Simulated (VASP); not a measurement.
# TePb (Pm-3m) in VASP: a series of runs, part 2 of 2

VASP 6.6.1. The steps go on from the part before.

### 4 Single point, r2SCAN

POSCAR

```
TePb
1.0
    3.9750063982      0.0000000000      0.0000000000
    0.0000000000      3.9750063982      0.0000000000
    0.0000000000      0.0000000000      3.9750063982
Pb Te
1 1
Direct
    0.0000000000      0.0000000000      0.0000000000
    0.5000000000      0.5000000000      0.5000000000
```

INCAR.step1

```
  ALGO = Normal
  EDIFF = 1E-5
  ENCUT = 550
  GGA = PE
  GGA_COMPAT = F
  ISMEAR = -1
  LASPH = T
  LCHARG = F
  LREAL = F
  LWAVE = T
  NBANDS = 17
  NELM = 120
  PREC = Accurate
  SIGMA = 0.02
```

INCAR.step2

```
  ALGO = Normal
  EDIFF = 1E-6
  ENCUT = 550
  GGA_COMPAT = F
  ISIF = 2
  ISMEAR = -1
  ISTART = 1
  LASPH = T
  LCHARG = F
  LMIXTAU = T
  LREAL = F
  LWAVE = F
  METAGGA = R2SCAN
  NBANDS = 17
  NELM = 120
  PREC = Accurate
  SIGMA = 0.02
```

KPOINTS

```
k-points
0
Gamma
  6 6 6
```

Potentials or basis: VASP PAW PBE potentials, release 64 (Pb_d, Te).

On the command line:

```
cat potpaw_PBE.64/Pb_d/POTCAR potpaw_PBE.64/Te/POTCAR > POTCAR
cp INCAR.step1 INCAR
mpirun -np 1 vasp_std > vasp.out
cp INCAR.step2 INCAR
mpirun -np 1 vasp_std > vasp.out
```

Wall time 60 s (1 thread of Intel Xeon Platinum 8375C at 2.90GHz (Ice Lake), shared host); peak memory 0.18 GiB.

Results (log left out):

* Free energy: -82.1627 eV
* Pressure: 0.0 GPa
* Band gap on the k mesh: zero (bands 10 and 11 overlap by 1.10 eV)

Levels at points of the mesh, in eV from the Fermi level:
| k point | band 6 | band 7 | band 8 | band 9 | band 10 | band 11 | band 12 | band 13 | band 14 | band 15 |
| --- | --- | --- | --- | --- | --- | --- | --- | --- | --- | --- |
| (0.00, 0.00, 0.00) | -12.75 | -6.81 | -1.72 | -1.72 | -1.72 | 4.47 | 4.47 | 5.70 | 5.70 | 5.70 |
| (0.50, 0.00, 0.00) | -11.30 | -9.41 | -0.75 | -0.23 | -0.23 | 0.57 | 2.53 | 2.53 | 5.82 | 7.49 |
| (0.50, 0.50, 0.00) | -10.48 | -8.15 | -4.63 | -4.63 | 0.16 | 3.80 | 4.10 | 4.10 | 6.69 | 7.50 |
| (0.50, 0.50, 0.50) | -10.06 | -7.36 | -2.65 | -2.65 | -2.65 | -0.94 | -0.94 | -0.94 | 14.89 | 14.89 |

Caveat: the PAW data sets were made with another functional, which shifts forces and pressure a little; spin-orbit coupling is left out, which moves the levels of the heavy elements.

### 5 Single point, PBE, non-collinear spin, zero start, spin-orbit coupling

INCAR

```
SYSTEM = TePb
PREC = Accurate
ENCUT = 500
EDIFF = 1E-6
ISMEAR = -1
SIGMA = 0.02
LREAL = .FALSE.
LASPH = .TRUE.
NELM = 200
ALGO = Normal
ISIF = 2
LWAVE = .FALSE.
LCHARG = .TRUE.
MAGMOM = 0 0 0 0 0 0
LORBIT = 11
LSORBIT = .TRUE.
GGA_COMPAT = .FALSE.
LORBMOM = .TRUE.
GGA = PE
LVHAR = .TRUE.
NBANDS = 32
```

KPOINTS

```
Automatic mesh
0
G
  4 4 4
  0 0 0
```

POSCAR is that of step 4.

Potentials or basis: VASP PAW PBE potentials, release 64 (Pb_d, Te).

On the command line:

```
cat potpaw_PBE.64/Pb_d/POTCAR potpaw_PBE.64/Te/POTCAR > POTCAR
mpirun -np 1 vasp_ncl > vasp.out
```

OUTCAR:

```text
SYSTEM = TePb
   PREC = Accurate
   ENCUT = 500
   EDIFF = 1E-6
   ISMEAR = -1
   LREAL = .FALSE.
   LASPH = .TRUE.
   NELM = 200
   ISIF = 2
   LORBIT = 11
   LSORBIT = .TRUE.
   GGA = PE

 ion  position               nearest neighbor table
   1  0.000  0.000  0.000-   2 3.44   2 3.44   2 3.44   2 3.44   2 3.44   2 3.44   2 3.44   2 3.44

   2  0.500  0.500  0.500-   1 3.44   1 3.44   1 3.44   1 3.44   1 3.44   1 3.44   1 3.44   1 3.44

  LATTYP: Found a simple cubic cell.
 ALAT       =     3.9750063982

  Lattice vectors:

 A1 = (   3.9750063982,   0.0000000000,   0.0000000000)
 A2 = (   0.0000000000,   3.9750063982,   0.0000000000)
 A3 = (   0.0000000000,   0.0000000000,   3.9750063982)

[... 627 lines left out ...]
 l=   3
     0.0000000     0.0000000     0.0000000     0.0000000     0.0000000     0.0000000     0.0000000
     0.0000000     0.0000000     0.0000000     0.0000000     0.0000000     0.0000000     0.0000000
     0.0000000     0.0000000     0.0000000     0.0000000     0.0000000     0.0000000     0.0000000
     0.0000000     0.0000000     0.0000000     0.0000000     0.0000000     0.0000000     0.0000000
     0.0000000     0.0000000     0.0000000     0.0000000     0.0000000     0.0000000     0.0000000
     0.0000000     0.0000000     0.0000000     0.0000000     0.0000000     0.0000000     0.0000000
     0.0000000     0.0000000     0.0000000     0.0000000     0.0000000     0.0000000     0.0000000

 total charge

# of ion       s       p       d       tot
------------------------------------------
    1        1.455   0.573   9.826  11.855
    2        1.403   1.932   0.019   3.354
--------------------------------------------------
tot          2.858   2.505   9.846  15.209

 magnetization (x)

# of ion       s       p       d       tot
------------------------------------------
    1        0.000   0.000  -0.000   0.000
    2       -0.000   0.000  -0.000  -0.000
--------------------------------------------------
tot          0.000   0.000  -0.000   0.000

 magnetization (y)

# of ion       s       p       d       tot
------------------------------------------
    1       -0.000   0.000   0.000  -0.000
    2        0.000  -0.000  -0.000  -0.000
--------------------------------------------------
tot         -0.000  -0.000   0.000  -0.000

 magnetization (z)

# of ion       s       p       d       tot
------------------------------------------
    1       -0.000   0.000   0.000  -0.000
    2        0.000   0.000  -0.000   0.000
--------------------------------------------------
tot         -0.000   0.000   0.000  -0.000
```

Wall time 39 s (1 thread of Intel Xeon Platinum 8375C at 2.90GHz (Ice Lake), shared host); peak memory 0.28 GiB.

What came out:

| Item | Value |
| --- | --- |
| Free energy | -7.4827 eV |
| Pressure | 1.8 GPa |
| Net moment | 0.00 μB per cell |
| Valence electrons inside the program's atomic spheres | Pb 11.86; Te 3.35 |

Moments on the atoms (μB; x, y, z):
```
Pb  0.00 0.00 0.00
Te  0.00 0.00 0.00
```

Caveat: the k points lie up to 0.40 Å⁻¹ apart.

### 6 Summary

```csv
level,potentials or basis,spin,k mesh,cutoff (eV),gap on the mesh (eV),pressure (GPa)
LDA,"VASP PAW LDA potentials, release 64 (Pb_d, Te)",off,4 × 4 × 4,500,none,-2.7
r2SCAN,"VASP PAW PBE potentials, release 64 (Pb_d, Te)",off,6 × 6 × 6,550,none,0.0
PBE,"VASP PAW PBE potentials, release 64 (Pb_d, Te)","non-collinear, zero start, SOC",4 × 4 × 4,500,-,1.8
```

Alike in all rows: task single point; cell as given; smearing fermi-dirac 0.02 eV.

Caveats: some runs use coarse meshes; spin-orbit coupling is left out, which moves the levels of the heavy elements (at least some runs); the PAW data sets were made with another functional, which shifts forces and pressure a little (at least some runs).

Total energies depend on the potentials used, so only differences within one code and one set of settings carry meaning.
